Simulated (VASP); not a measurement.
# Tl3As2 (R-3c) in VASP: further runs, part 2 of 2

VASP 6.6.1.

### Step 4. Single point, PBE

This run uses another cell than the first one, of 31.56 Å³/atom.

The input, INCAR:

```
  PREC = Accurate
  ENCUT = 520
  EDIFF = 1E-7
  ISMEAR = 0
  SIGMA = 0.1
  LREAL = F
  LASPH = T
  NELM = 100
  ALGO = Fast
  ISIF = 2
  LWAVE = F
  LCHARG = F
  GGA = PE
  NBANDS = 60
```

The input, KPOINTS:

```
Automatic mesh
0
Gamma
  6 6 6
```

The input, POSCAR:

```
Tl3As2
1.0
    3.7697658969      2.1764753554      6.4109371302
   -3.7697658969      2.1764753554      6.4109371302
    0.0000000000     -4.3529507107      6.4109371302
Tl As
6 4
Direct
    0.5421230665      0.9578769335      0.2500000000
    0.2500000000      0.5421230665      0.9578769335
    0.9578769335      0.2500000000      0.5421230665
    0.4578769335      0.0421230665      0.7500000000
    0.7500000000      0.4578769335      0.0421230665
    0.0421230665      0.7500000000      0.4578769335
    0.3592676453      0.3592676453      0.3592676453
    0.1407323547      0.1407323547      0.1407323547
    0.6407323547      0.6407323547      0.6407323547
    0.8592676453      0.8592676453      0.8592676453
```

Potentials or basis: VASP PAW PBE potentials, release 64 (Tl_d, As).

On the command line:

```console
> cat potpaw_PBE.64/Tl_d/POTCAR potpaw_PBE.64/As/POTCAR > POTCAR
> mpirun -np 1 vasp_std > vasp.out
```

OUTCAR:

```text
PREC = Accurate
   ENCUT = 520
   EDIFF = 1E-7
   ISMEAR = 0
   LREAL = F
   LASPH = T
   NELM = 100
   ISIF = 2
   GGA = PE

 ion  position               nearest neighbor table
   1  0.542  0.958  0.250-   9 2.90  10 2.90   7 3.04   8 3.04   2 3.81   3 3.81   4 3.93   4 3.93

   2  0.250  0.542  0.958-  10 2.90   9 2.90   7 3.04   8 3.04   1 3.81   3 3.81   5 3.93   5 3.93

   3  0.958  0.250  0.542-   9 2.90  10 2.90   8 3.04   7 3.04   1 3.81   2 3.81   6 3.93   6 3.93
[... 7 lines left out ...]
   7  0.359  0.359  0.359-   6 2.90   4 2.90   5 2.90   2 3.04   1 3.04   3 3.04
   8  0.141  0.141  0.141-   5 2.90   4 2.90   6 2.90   3 3.04   1 3.04   2 3.04
   9  0.641  0.641  0.641-   3 2.90   1 2.90   2 2.90   5 3.04   4 3.04   6 3.04
  10  0.859  0.859  0.859-   2 2.90   1 2.90   3 2.90   6 3.04   4 3.04   5 3.04

  LATTYP: Found a trigonal (rhomboedric) cell.
 ALAT       =     7.7490834798
 COS(alpha) =     0.5266764870

  Lattice vectors:

 A1 = (   3.7697658969,   2.1764753554,   6.4109371302)
 A2 = (  -3.7697658969,   2.1764753554,   6.4109371302)
 A3 = (   0.0000000000,  -4.3529507107,   6.4109371302)
[... 205 lines left out ...]
      2      -7.7645      2.00000
      3      -7.6742      2.00000
      4      -7.5501      2.00000
      5      -7.2944      2.00000
      6      -7.2944      2.00000
[... 1501 lines left out ...]
     59       7.7432      0.00000
     60       7.9085      0.00000

 [... further k-points ...]

------------------------ aborting loop because EDIFF is reached ----------------------------------------

  FORCE on cell =-STRESS in cart. coord.  units (eV):
  Direction    XX          YY          ZZ          XY          YZ          ZX
  --------------------------------------------------------------------------------------
  -------------------------------------------------------------------------------------
  Total       -0.0457451     -0.0457451     -0.0392041      0.0000000     -0.0000000      0.0000000
  in kB       -0.2322276     -0.2322276     -0.1990221      0.0000000     -0.0000000      0.0000000
  external PRESSURE =      -0.2211591 kB  Pullay stress =       0.0000000 kB

 VOLUME and BASIS-vectors are now :
 -----------------------------------------------------------------------------
  energy-cutoff  :      520.00
  volume of cell :      315.60
      direct lattice vectors                 reciprocal lattice vectors
     3.769765897  2.176475355  6.410937130     0.132634231  0.076576409  0.051994479
    -3.769765897  2.176475355  6.410937130    -0.132634231  0.076576409  0.051994479
     0.000000000 -4.352950711  6.410937130     0.000000000 -0.153152818  0.051994479

 POSITION                                       TOTAL-FORCE (eV/Angst)
 -----------------------------------------------------------------------------------
     -1.56729      2.17648     11.21914         0.000495      0.000000      0.000000
     -1.10124     -2.44555     11.21914        -0.000247      0.000428      0.000000
      2.66853      0.26908     11.21914        -0.000247     -0.000428      0.000000
      1.56729     -2.17648      8.01367        -0.000495     -0.000000      0.000000
      1.10124      2.44555      8.01367         0.000247     -0.000428      0.000000
     -2.66853     -0.26908      8.01367         0.000247      0.000428      0.000000
      0.00000      0.00000      6.90973         0.000000      0.000000      0.002565
      0.00000      0.00000      2.70668         0.000000     -0.000000     -0.002565
      0.00000      0.00000     12.32308         0.000000     -0.000000     -0.002565
      0.00000      0.00000     16.52613         0.000000      0.000000      0.002565
 -----------------------------------------------------------------------------------
    total drift:                                0.000000     -0.000000      0.000000

  FREE ENERGIE OF THE ION-ELECTRON SYSTEM (eV)
  ---------------------------------------------------
  free  energy   TOTEN  =       -30.9632185283 eV

  energy  without entropy=      -30.9425756768  energy(sigma->0) =      -30.95289710
```

OSZICAR:

```text
N       E                     dE             d eps       ncg     rms          rms(c)
DAV:   1     0.549865993199E+03    0.54987E+03   -0.47929E+04  3864   0.146E+03
DAV:   2    -0.448346559482E+01   -0.55435E+03   -0.53797E+03  4224   0.310E+02
DAV:   3    -0.314140313107E+02   -0.26931E+02   -0.26347E+02  4372   0.524E+01
DAV:   4    -0.319578284252E+02   -0.54380E+00   -0.54054E+00  4216   0.683E+00
DAV:   5    -0.319675605637E+02   -0.97321E-02   -0.97275E-02  4688   0.962E-01    0.856E+00
RMM:   6    -0.310069446445E+02    0.96062E+00   -0.19510E+00  3860   0.364E+00    0.579E+00
RMM:   7    -0.309748966361E+02    0.32048E-01   -0.93180E-01  4133   0.210E+00    0.234E+00
RMM:   8    -0.309670438407E+02    0.78528E-02   -0.16241E-01  4040   0.120E+00    0.275E-01
RMM:   9    -0.309626031166E+02    0.44407E-02   -0.23006E-02  4331   0.489E-01    0.102E-01
RMM:  10    -0.309631476043E+02   -0.54449E-03   -0.23559E-03  4402   0.157E-01    0.545E-02
RMM:  11    -0.309632597999E+02   -0.11220E-03   -0.68597E-04  4288   0.892E-02    0.294E-02
RMM:  12    -0.309632160328E+02    0.43767E-04   -0.15919E-04  4382   0.359E-02    0.599E-03
RMM:  13    -0.309632196629E+02   -0.36301E-05   -0.47583E-05  4475   0.177E-02    0.455E-03
RMM:  14    -0.309632186244E+02    0.10385E-05   -0.50927E-06  4343   0.730E-03    0.140E-03
RMM:  15    -0.309632186148E+02    0.96570E-08   -0.18508E-06  3424   0.386E-03    0.113E-03
RMM:  16    -0.309632185283E+02    0.86424E-07   -0.44651E-07  3333   0.187E-03
   1 F= -.30963219E+02 E0= -.30952897E+02  d E =-.206429E-01
```

stdout:

```text
POSCAR found type information on POSCAR TlAs
 POSCAR found :  2 types and      10 ions
 scaLAPACK will be used
 LDA part: xc-table for (Slater+PW92), standard interpolation
 POSCAR, INCAR and KPOINTS ok, starting setup
 FFT: planning ... GRIDC
 FFT: planning ... GRID_SOFT
 FFT: planning ... GRID
 WAVECAR not read
 entering main loop
```

Run time: 34 min. Hardware: 1 thread of Intel Xeon 8259CL, shared host; peak memory 0.77 GiB.

Results:

```yaml
Free_energy: -30.9632 eV
Pressure: 0.0 GPa
Band_gap_on_the_k_mesh: zero (bands 49 and 50 overlap by 0.26 eV)
```

Forces on the atoms (eV/Å):
```
Tl   0.000  0.000  0.000
Tl   0.000  0.000  0.000
Tl   0.000  0.000  0.000
Tl   0.000  0.000  0.000
Tl   0.000  0.000  0.000
Tl   0.000  0.000  0.000
As   0.000  0.000  0.003
As   0.000  0.000 -0.003
As   0.000  0.000 -0.003
As   0.000  0.000  0.003
```

Levels at points of the mesh, in eV from the Fermi level:
```csv
k point,band 47,band 48,band 49,band 50,band 51,band 52
"(0.00, 0.00, 0.00)",-0.72,-0.58,-0.58,1.78,1.78,1.81
"(0.50, 0.00, 0.00)",-0.33,-0.33,-0.13,-0.13,0.59,0.59
"(0.50, 0.50, 0.00)",-1.17,-0.56,0.05,0.23,1.20,1.34
"(0.50, 0.50, 0.50)",0.04,0.04,0.04,0.04,0.39,0.39
```

Caveat: spin-orbit coupling is left out, which moves the levels of the heavy elements.

### Step 5. Overview

| cell | k mesh | further INCAR settings | gap on the mesh (eV) | pressure (GPa) |
| --- | --- | --- | --- | --- |
| a = 7.470 Å, angles 55.3°, 10 atoms, atomic positions A | 3 × 3 × 3 | ALGO = Fast; EDIFF = 1e-06; NBANDS = 60 | none | 9.9 |
| a = 7.657 Å, angles 59.4°, 10 atoms, atomic positions B | 3 × 3 × 3 | ALGO = Fast; EDIFF = 1e-06; NBANDS = 60 | none | 0.1 |
| a = 7.749 Å, angles 58.2°, 10 atoms, atomic positions C | 6 × 6 × 6 | ALGO = Fast; EDIFF = 1e-07; NBANDS = 60 | none | 0.0 |

Alike in all rows: task single point; level PBE; potentials or basis VASP PAW PBE potentials, release 64 (Tl_d, As); no spin polarisation; cutoff (eV) 520; smearing gaussian 0.1 eV.

Caveats: some runs use coarse meshes; spin-orbit coupling is left out, which moves the levels of the heavy elements.

Total energies depend on the potentials used, so only differences within one code and one set of settings carry meaning.
